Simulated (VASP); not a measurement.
# BP in VASP: single point with PBE

Aim: the single point of BP with PBE.

Everything below comes from runs of VASP 6.6.1. Logs are shortened: lines on timing, memory, paths and dates and some standing lists are left out, and cuts for length are marked.

### 1 The cell of the first run

The cell holds a wire or tube with vacuum around it, 20 atoms: a = 17.000 Å, b = 18.400 Å, c = 3.216 Å, α = 90.00°, β = 90.00°, γ = 90.00°.

### 2 Single point, PBE, collinear spin

File INCAR:

```
ALGO     = Normal         # electronic algorithm
EDIFF    = 1E-6           # SCF threshold, eV
ENCUT    = 520            # plane-wave cutoff, eV
GGA      = PE             # functional
ISIF     = 2              # what is computed and relaxed
ISMEAR   = 0              # smearing method
ISPIN    = 2              # spin polarisation
LASPH    = True           # aspherical terms in the spheres
LCHARG   = False          # write CHGCAR
LORBIT   = 11             # projections on sites
LREAL    = Auto         
LWAVE    = False          # write WAVECAR
MAGMOM   = 0.3 0.3 0.3 0.3 0.3 0.3 0.3 0.3 0.3 0.3 0.3 0.3 0.3 0.3 0.3 0.3 0.3 0.3 0.3 0.3 # initial moments
NBANDS   = 60             # bands
NELM     = 150            # most SCF steps
PREC     = Accurate       # precision mode
SIGMA    = 0.05           # smearing width, eV
```

File KPOINTS:

```
k-points
0
Gamma
  1 1 10
```

File POSCAR:

```
BP
1.0
   17.0000000000      0.0000000000      0.0000000000
    0.0000000000     18.4000000000      0.0000000000
    0.0000000000      0.0000000000      3.2161364922
B P
10 10
Direct
    0.5472961249      0.7471904264      0.0000000000
    0.5472961249      0.5000000000      0.0000000000
    0.5472961249      0.2528095736      0.0000000000
    0.4527038751      0.6235952132      0.5000000000
    0.4527038751      0.3764047868      0.5000000000
    0.2635193756      0.3764047868      0.5000000000
    0.6418883747      0.6235952132      0.5000000000
    0.6418883747      0.3764047868      0.5000000000
    0.3581116253      0.5000000000      1.0000000000
    0.7364806244      0.5000000000      0.0000000000
    0.5472961249      0.5617976066      0.5000000000
    0.5472961249      0.3146071802      0.5000000000
    0.2635193756      0.4382023934      1.0000000000
    0.6418883747      0.6853928198      0.0000000000
    0.6418883747      0.4382023934      0.0000000000
    0.4527038751      0.6853928198      1.0000000000
    0.4527038751      0.4382023934      1.0000000000
    0.3581116253      0.5617976066      0.5000000000
    0.3581116253      0.3146071802      0.5000000000
    0.7364806244      0.5617976066      0.5000000000
```

Potentials or basis: VASP PAW PBE potentials, release 64 (B, P).

Command:

```sh
$ cat potpaw_PBE.64/B/POTCAR potpaw_PBE.64/P/POTCAR > POTCAR
$ mpirun -np 1 vasp_std > vasp.out
```

OUTCAR:

```text
EDIFF = 1E-6
   ENCUT = 520
   GGA = PE
   ISIF = 2
   ISMEAR = 0
   ISPIN = 2
   LASPH = True
   LORBIT = 11
   LREAL = Auto
   NELM = 150
   PREC = Accurate

 ion  position               nearest neighbor table
   1  0.547  0.747  0.000-  14 1.97  16 1.97
   2  0.547  0.500  0.000-  11 1.97  11 1.97  17 1.97  15 1.97
   3  0.547  0.253  0.000-  12 1.97  12 1.97
   4  0.453  0.624  0.500-  16 1.97  16 1.97  18 1.97  11 1.97
   5  0.453  0.376  0.500-  17 1.97  17 1.97  19 1.97  12 1.97
   6  0.264  0.376  0.500-  19 1.97  13 1.97  13 1.97
   7  0.642  0.624  0.500-  20 1.97  14 1.97  14 1.97  11 1.97
   8  0.642  0.376  0.500-  15 1.97  15 1.97  12 1.97
   9  0.358  0.500  0.000-  13 1.97  18 1.97  18 1.97  17 1.97
  10  0.736  0.500  0.000-  15 1.97  20 1.97  20 1.97
  11  0.547  0.562  0.500-   2 1.97   2 1.97   7 1.97   4 1.97
  12  0.547  0.315  0.500-   3 1.97   3 1.97   8 1.97   5 1.97
  13  0.264  0.438  0.000-   9 1.97   6 1.97   6 1.97
  14  0.642  0.685  0.000-   7 1.97   7 1.97   1 1.97
  15  0.642  0.438  0.000-  10 1.97   8 1.97   8 1.97   2 1.97
  16  0.453  0.685  0.000-   4 1.97   4 1.97   1 1.97
  17  0.453  0.438  0.000-   5 1.97   5 1.97   9 1.97   2 1.97
  18  0.358  0.562  0.500-   9 1.97   9 1.97   4 1.97
  19  0.358  0.315  0.500-   6 1.97   5 1.97
  20  0.736  0.562  0.500-   7 1.97  10 1.97  10 1.97

  LATTYP: Found a simple orthorhombic cell.
 ALAT       =     3.2161364922
 B/A-ratio  =     5.2858453120
 C/A-ratio  =     5.7211502200

  Lattice vectors:

 A1 = (   0.0000000000,   0.0000000000,   3.2161364922)
 A2 = (  17.0000000000,   0.0000000000,   0.0000000000)
 A3 = (   0.0000000000,  18.4000000000,   0.0000000000)

Analysis of symmetry for initial positions (statically):
=====================================================================
 Subroutine PRICEL returns:
 Original cell was already a primitive cell.

 Routine SETGRP: Setting up the symmetry group for a
 simple orthorhombic supercell.

 Subroutine GETGRP returns: Found  2 space group operations
 (whereof  2 operations were pure point group operations)
 out of a pool of  8 trial point group operations.

The static configuration has the point symmetry C_1h.

Analysis of symmetry for dynamics (positions and initial velocities):
=====================================================================
 Subroutine PRICEL returns:
 Original cell was already a primitive cell.

 Routine SETGRP: Setting up the symmetry group for a
[... 178 lines left out ...]
 Free energy of the ion-electron system (eV)
  ---------------------------------------------------
  ext. energy  EPLUGINS =         0.00000000
  ---------------------------------------------------
  free energy    TOTEN  =      -111.47166571 eV

  energy without entropy =     -111.46530539  energy(sigma->0) =     -111.46848555

 E-fermi :  -2.2821     XC(G=0):  -3.5791

 val. band max:       -2.2825207446   @ k =   0.0000   0.0000   0.5000
 cond. band min:      -2.2593137952   @ k =   0.0000   0.0000   0.2000
 fundamental gap:      0.0232069494
 Fermi energy:        -2.2820570782

 spin component 1

 k-point     1 :       0.0000    0.0000    0.0000
  band No.  band energies     occupation
      1     -17.0065      1.00000
      2     -16.1579      1.00000
      3     -15.8348      1.00000
      4     -15.0595      1.00000
      5     -14.8366      1.00000
      6     -14.5124      1.00000
[... 319 lines left out ...]
     51       1.3215      0.00000
     52       1.9325      0.00000
 Fermi energy:        -2.2820570782

 spin component 2

 k-point     1 :       0.0000    0.0000    0.0000
  band No.  band energies     occupation
      1     -16.9175      1.00000
      2     -16.0204      1.00000
      3     -15.7356      1.00000
      4     -14.8896      1.00000
      5     -14.6976      1.00000
      6     -14.4042      1.00000
[... 319 lines left out ...]
     51       1.5588      0.00000
     52       2.1169      0.00000
 [bands above 52 left out]

------------------------ aborting loop because EDIFF is reached ----------------------------------------

  FORCE on cell =-STRESS in cart. coord.  units (eV):
  Direction    XX          YY          ZZ          XY          YZ          ZX
  --------------------------------------------------------------------------------------
  -------------------------------------------------------------------------------------
  Total       -8.5538061     -8.3416429     -8.3669332     -0.1520148      0.0000000      0.0000000
  in kB      -13.6228749    -13.2849818    -13.3252593     -0.2421003      0.0000000      0.0000000
  external PRESSURE =     -13.4110387 kB  Pullay stress =       0.0000000 kB

 VOLUME and BASIS-vectors are now :
 -----------------------------------------------------------------------------
  energy-cutoff  :      520.00
  volume of cell :     1006.01
      direct lattice vectors                 reciprocal lattice vectors
    17.000000000  0.000000000  0.000000000     0.058823529  0.000000000  0.000000000
     0.000000000 18.400000000  0.000000000     0.000000000  0.054347826  0.000000000
     0.000000000  0.000000000  3.216136492     0.000000000  0.000000000  0.310932077

 POSITION                                       TOTAL-FORCE (eV/Angst)
 -----------------------------------------------------------------------------------
      9.30403     13.74830      0.00000         0.022036     -2.149278      0.000000
      9.30403      9.20000      0.00000        -0.338496      0.454296      0.000000
      9.30403      4.65170      0.00000        -0.053787      1.593584      0.000000
      7.69597     11.47415      1.60807         0.043416      0.175102      0.000000
      7.69597      6.92585      1.60807        -0.721862      0.749681      0.000000
      4.47983      6.92585      1.60807         2.810518      1.639857      0.000000
[... 12 lines left out ...]
      6.08790      5.78877      1.60807        -1.203607     -0.433618      0.000000
     12.52017     10.33708      1.60807         1.235869     -1.747822      0.000000
 -----------------------------------------------------------------------------------
    total drift:                                0.000912     -0.000563     -0.000000

  FREE ENERGIE OF THE ION-ELECTRON SYSTEM (eV)
  ---------------------------------------------------
  free  energy   TOTEN  =      -111.4716657128 eV

  energy  without entropy=     -111.4653053908  energy(sigma->0) =     -111.46848555

 total charge

# of ion       s       p       d       tot
------------------------------------------
    1        0.716   0.873   0.000   1.589
    2        0.679   1.245   0.000   1.924
    3        0.739   0.877   0.000   1.617
    4        0.673   1.216   0.000   1.889
    5        0.685   1.221   0.000   1.906
    6        0.690   1.047   0.000   1.737
[... 12 lines left out ...]
   19        1.075   1.354   0.000   2.429
   20        1.019   1.509   0.000   2.529
--------------------------------------------------
tot         17.145  25.953   0.000  43.097

 magnetization (x)

# of ion       s       p       d       tot
------------------------------------------
    1        0.083   0.267   0.000   0.350
    2        0.008   0.013   0.000   0.021
    3        0.117   0.280   0.000   0.397
    4        0.010   0.013   0.000   0.022
    5        0.011   0.017   0.000   0.028
    6        0.020   0.054   0.000   0.074
[... 12 lines left out ...]
   19        0.005   0.018   0.000   0.023
   20        0.005  -0.027   0.000  -0.022
--------------------------------------------------
tot          0.414   1.335   0.000   1.749
```

OSZICAR:

```text
N       E                     dE             d eps       ncg     rms          rms(c)
DAV:   1     0.527845214213E+03    0.52785E+03   -0.26256E+04  1448   0.974E+02
DAV:   2    -0.409168797333E+02   -0.56876E+03   -0.54292E+03  2128   0.197E+02
DAV:   3    -0.114388333494E+03   -0.73471E+02   -0.72065E+02  1768   0.747E+01
[... 31 lines left out ...]
DAV:  35    -0.111471659535E+03   -0.23315E-05   -0.11344E-07  1248   0.730E-04    0.571E-04
DAV:  36    -0.111471662365E+03   -0.28299E-05   -0.14340E-07  1240   0.569E-04    0.294E-04
DAV:  37    -0.111471663965E+03   -0.16000E-05   -0.52841E-08  1120   0.379E-04    0.113E-04
DAV:  38    -0.111471665204E+03   -0.12389E-05   -0.43451E-08  1144   0.309E-04    0.183E-04
DAV:  39    -0.111471665713E+03   -0.50874E-06   -0.26445E-08  1080   0.212E-04
   1 F= -.11147167E+03 E0= -.11146849E+03  d E =-.636032E-02  mag=     3.7610
```

stdout:

```text
POSCAR found type information on POSCAR B P
 POSCAR found :  2 types and      20 ions
 scaLAPACK will be used
 LDA part: xc-table for (Slater+PW92), standard interpolation
 POSCAR, INCAR and KPOINTS ok, starting setup
 FFT: planning ... GRIDC
 FFT: planning ... GRID_SOFT
 FFT: planning ... GRID
 WAVECAR not read
 entering main loop
```

It took 58 min on 1 thread of Oxide Virtual Turin-like, shared host; peak memory 1.4 GiB.

What came out:

- Free energy: -111.4717 eV
- Largest force: 3.254 eV/Å
- Net moment: 3.76 μB per cell
- Site moments: B +0.35, +0.02, +0.40, +0.03, +0.07, +0.28, +0.01, +0.12 (each value once); P +0.02, +0.03, +0.06, +0.18, -0.01, +0.20, -0.00, -0.05, -0.02 (each value once) μB
- Valence electrons inside the program's atomic spheres: B 1.59, 1.92, 1.62, 1.89, 1.91, 1.74, 1.88, 1.78, 1.75 (each value once); P 2.54, 2.51, 2.52, 2.50, 2.53, 2.43 (each value once)

Forces in eV/Å, atoms in the order of the input:
```
B    0.022 -2.149  0.000
B   -0.338  0.454  0.000
B   -0.054  1.594  0.000
B    0.043  0.175  0.000
B   -0.722  0.750  0.000
B    2.811  1.640  0.000
B   -0.190  0.648  0.000
B   -1.263  1.050  0.000
B    0.252  0.615  0.000
B   -2.216  2.120  0.000
P    0.120 -0.243  0.000
P    0.640 -1.787  0.000
P   -1.027 -1.735  0.000
P   -0.761  0.760  0.000
P    1.951 -2.010  0.000
P    0.808  0.664  0.000
P    0.325 -0.333  0.000
P   -0.433 -0.030  0.000
P   -1.204 -0.434  0.000
P    1.236 -1.748  0.000
```

Caveat: a moment this small can come from the mesh or the smearing.
